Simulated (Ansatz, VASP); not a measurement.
## TaVN2 in VASP and in Ansatz

```
Ta V N
1.0
     3.04987    0.00000    0.00000
     0.00000    3.04987    0.00000
     0.00000    0.00000    4.29606
Ta V N
1 1 2
Direct
  0.00000 0.00000 0.00000
  0.50000 0.50000 0.50000
  0.50000 0.50000 0.00000
  0.00000 0.00000 0.50000
```

Alike in both runs: functional LDA; k mesh 9 × 9 × 6; occupations fermi-dirac, width 0.05 eV; collinear spin.

|  | VASP | Ansatz |
| --- | --- | --- |
| version | VASP 6.6.1 | Ansatz 0.2.0 |
| potentials or method | VASP PAW LDA potentials, release 64 (Ta_pv, V_sv, N) | Ansatz PAW |
| plane-wave cutoff (eV) | 520 | 420 |
| valence electrons in the cell | 34 | 36 |
| task | single point | band structure |

|  | VASP | Ansatz | Ansatz less VASP |
| --- | --- | --- | --- |
| gap on the k mesh at the Fermi level (eV) | none | none | - |
| pressure (GPa) | -18.0 | -19.3 | -1.35 |
| traceless stress, the component that is largest in VASP (GPa) | -1.75 | -1.69 | +0.054 |
| net moment per atom (μB) | 0.00 | 0.04 | +0.040 |
| size of the moment on the site where the two differ most (μB) | 0.00 | 0.14 | +0.134 |

LDA's correlation is that of Perdew and Zunger in VASP and of Perdew and Wang (1992) in Ansatz. Site moments also hang on the region over which each program counts them. A gap of «none» marks a metal or a gap that the smearing closes. VASP's potentials hold 34 valence electrons a cell and Ansatz's 36, so a difference there can come from the potentials and not from the codes.

Spin-orbit coupling is off throughout.
